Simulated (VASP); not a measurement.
# HfS2 (P-3m1) in VASP: phonons with PBE+D3(BJ)

Aim: the phonons of HfS2 with PBE+D3(BJ).

All numbers are computed with VASP 6.6.1; they aren't measurements. Logs are shortened: lines on timing, memory, paths and dates and some standing lists are left out, and cuts for length are marked.

### Step 1. The cell of the first run

Symmetry: P-3m1, No. 164, trigonal system. Conventional cell: a = 3.606 Å, b = 3.606 Å, c = 5.768 Å, α = 90.00°, β = 90.00°, γ = 120.00°. Hf (site symmetry -3m) has 6 S at 2.54 Å within 3.4 Å. Within 3.7 Å of S (site symmetry 3m) lie 3 Hf at 2.54 Å and 12 S at 3.53 to 3.61 Å.

### Step 2. Phonons, PBE+D3(BJ)

INCAR reads:

```
ALGO = Normal
EDIFF = 1E-8
ENCUT = 500
GGA = PE
GGA_COMPAT = False
IBRION = 6
ISIF = 2
ISMEAR = 0
IVDW = 12
LASPH = True
LCHARG = False
LREAL = False
LWAVE = False
NELM = 120
NFREE = 2
NSW = 1
POTIM = 0.015
PREC = Accurate
SIGMA = 0.01
```

KPOINTS reads:

```
k-points
0
Gamma
  12 12 8
```

POSCAR reads:

```
HfS2
1.0
    3.6056138422      0.0000000000      0.0000000000
   -1.8028069211      3.1225531836      0.0000000000
    0.0000000000      0.0000000000      5.7679038196
Hf S
1 2
Direct
    0.0000000000      0.0000000000      0.0000000000
    0.3333333333      0.6666666667      0.2525072390
    0.6666666667      0.3333333333      0.7474927610
```

Potentials or basis: VASP PAW PBE potentials, release 64 (Hf_pv, S).

Run with:

```bash
$ cat potpaw_PBE.64/Hf_pv/POTCAR potpaw_PBE.64/S/POTCAR > POTCAR
$ mpirun -np 1 vasp_std > vasp.out
```

OUTCAR:

```text
EDIFF = 1E-8
   ENCUT = 500
   GGA = PE
   IBRION = 6
   ISIF = 2
   ISMEAR = 0
   IVDW = 12
   LASPH = True
   LREAL = False
   NELM = 120
   NFREE = 2
   NSW = 1
   POTIM = 0.015
   PREC = Accurate
 IVDW          = 12

 ion  position               nearest neighbor table
   1  0.000  0.000  0.000-   2 2.54   3 2.54   3 2.54   2 2.54   3 2.54   2 2.54
   2  0.333  0.667  0.253-   1 2.54   1 2.54   1 2.54
   3  0.667  0.333  0.747-   1 2.54   1 2.54   1 2.54

  LATTYP: Found a hexagonal cell.
 ALAT       =     3.6056138422
 C/A-ratio  =     1.5997009308

  Lattice vectors:

 A1 = (   3.6056138422,   0.0000000000,   0.0000000000)
 A2 = (  -1.8028069211,   3.1225531836,   0.0000000000)
 A3 = (   0.0000000000,   0.0000000000,   5.7679038196)

Analysis of symmetry for initial positions (statically):
=====================================================================
 Subroutine PRICEL returns:
 Original cell was already a primitive cell.

 Routine SETGRP: Setting up the symmetry group for a
 hexagonal supercell.

 Subroutine GETGRP returns: Found 12 space group operations
 (whereof 12 operations were pure point group operations)
 out of a pool of 24 trial point group operations.

The static configuration has the point symmetry D_3d.

Analysis of symmetry for dynamics (positions and initial velocities):
=====================================================================
 Subroutine PRICEL returns:
 Original cell was already a primitive cell.

 Routine SETGRP: Setting up the symmetry group for a
 hexagonal supercell.

 Subroutine GETGRP returns: Found 12 space group operations
 (whereof 12 operations were pure point group operations)
 out of a pool of 24 trial point group operations.

The dynamic configuration has the point symmetry D_3d.

 Subroutine INISYM returns: Found 12 space group operations
 (whereof 12 operations are pure point group operations),
 and found     1 'primitive' translations

----------------------------------------------------------------------------------------

                                     Primitive cell

  volume of cell :      64.9392

  direct lattice vectors                    reciprocal lattice vectors
     3.605613842  0.000000000  0.000000000     0.277345285  0.160125375  0.000000000
    -1.802806921  3.122553184  0.000000000     0.000000000  0.320250750  0.000000000
[... 139 lines left out ...]
------------------------ aborting loop because EDIFF is reached ----------------------------------------

 Edisp (eV)   -1.02253

 E8    (eV) :    -0.4412
[... 319 lines left out ...]
--------------------------------------- Ionic step        9  -------------------------------------------

 number of electron      22.0000001 magnetization

 Free energy of the ion-electron system (eV)
  ---------------------------------------------------
  ext. energy  EPLUGINS =         0.00000000
  ---------------------------------------------------
  free energy    TOTEN  =       -22.86459464 eV

  energy without entropy =      -22.86459464  energy(sigma->0) =      -22.86459464

 E-fermi :   3.8266     XC(G=0):  -9.8270

 val. band max:        3.7014994203   @ k =   0.0000   0.0000   0.0000
 cond. band min:       4.6010299980   @ k =   0.5000  -0.0000   0.5000
 fundamental gap:      0.8995305777
 Fermi energy:         3.8265726367

 k-point     1 :       0.0000    0.0000    0.0000
  band No.  band energies     occupation
      1     -27.1243      2.00000
      2     -27.0068      2.00000
      3     -27.0068      2.00000
      4      -9.6161      2.00000
      5      -7.7993      2.00000
      6      -1.3418      2.00000
      7       0.8080      2.00000
      8       0.8080      2.00000
      9       3.5316      2.00000
     10       3.5316      2.00000
     11       3.7015      2.00000
     12       5.5843      0.00000
     13       5.5843      0.00000
     14       6.1591      0.00000
[... 401 lines left out ...]
      2     -27.0595      2.00000
      3     -27.0187      2.00000
      4      -9.2684      2.00000
      5      -7.8978      2.00000
      6      -0.8798      2.00000
      7       0.5545      2.00000
      8       0.9359      2.00000
      9       1.8054      2.00000
     10       2.9700      2.00000
     11       3.5029      2.00000
     12       5.4278      0.00000
     13       6.3274      0.00000
     14       6.7762      0.00000
     15       8.6522      0.00000

 [... further k-points ...]

------------------------ aborting loop because EDIFF is reached ----------------------------------------

 Edisp (eV)   -1.02229

 E8    (eV) :    -0.4410
[... 26 lines left out ...]
  FREE ENERGIE OF THE ION-ELECTRON SYSTEM (eV)
  ---------------------------------------------------
  free  energy   TOTEN  =       -23.8868874642 eV

  energy  without entropy=      -23.8868874642  energy(sigma->0) =      -23.88688746

 INTERNAL STRAIN TENSORS FROM DISPLACED ATOMS
 ============================================

 INTERNAL STRAIN TENSOR FOR ION    1 for displacements in x,y,z  (eV/Angst):
          X           Y           Z          XY          YZ          ZX
  --------------------------------------------------------------------------------
  x     0.00000     0.00000     0.00000     0.00000     0.00000     0.00000
  y     0.00000     0.00000     0.00000     0.00000     0.00000     0.00000
  z     0.00000     0.00000     0.00000     0.00000     0.00000     0.00000

 INTERNAL STRAIN TENSOR FOR ION    3 for displacements in x,y,z  (eV/Angst):
          X           Y           Z          XY          YZ          ZX
  --------------------------------------------------------------------------------
  x     0.00000     0.00000     0.00000    -3.52105     0.00000    10.71606
  y    -3.52105     3.52105     0.00000     0.00000    10.71607     0.00000
  z    10.00807    10.00807    16.24293     0.00000     0.00000     0.00000

 Eigenvectors and eigenvalues of the dynamical matrix
 ----------------------------------------------------

   1 f  =    9.925792 THz    62.365588 2PiTHz  331.088772 cm-1    41.049757 meV
             X         Y         Z           dx          dy          dz
      0.000000  0.000000  0.000000     0.000000   -0.000000    0.000000
     -0.000000  2.081702  1.456437     0.000000   -0.000000   -0.707107
      1.802807  1.040851  4.311466    -0.000000    0.000000    0.707107
[... 43 lines left out ...]
   9 f/i=    0.001813 THz     0.011388 2PiTHz    0.060459 cm-1     0.007496 meV
             X         Y         Z           dx          dy          dz
      0.000000  0.000000  0.000000    -0.738547   -0.435732   -0.000000
     -0.000000  2.081702  1.456437    -0.313323   -0.184856   -0.000000
      1.802807  1.040851  4.311466    -0.313323   -0.184856   -0.000000

 ELASTIC MODULI CONTR FROM IONIC RELAXATION (kBar)
 Direction    XX          YY          ZZ          XY          YZ          ZX
 --------------------------------------------------------------------------------
 XX        -461.3030   -303.3962   -620.5470     -0.0000    240.2892      0.0000
 YY        -303.3962   -461.3030   -620.5470     -0.0000   -240.2892      0.0000
 ZZ        -620.5470   -620.5470  -1007.1374     -0.0000      0.0000      0.0000
 XY          -0.0000     -0.0000     -0.0000    -78.9534     -0.0000    240.2890
 YZ         240.2892   -240.2892      0.0000     -0.0000   -731.3035      0.0000
 ZX           0.0000      0.0000      0.0000    240.2890      0.0000   -731.3023
 --------------------------------------------------------------------------------
```

Wall time 10 min (1 thread of Intel Xeon 6975P-C (Granite Rapids), shared host); peak memory 0.89 GiB.

What came out:

* Highest phonon frequency at Γ, LO-TO splitting left out: 331 cm⁻¹
* Dispersion energy per atom: -0.341 eV

Phonon frequencies in cm⁻¹ (negative: imaginary):
```csv
q point,frequencies
"(0.000, 0.000, 0.000)",0 0 0 149 149 256 256 305 331
```

Caveat: spin-orbit coupling is left out, which moves the levels of the heavy elements.
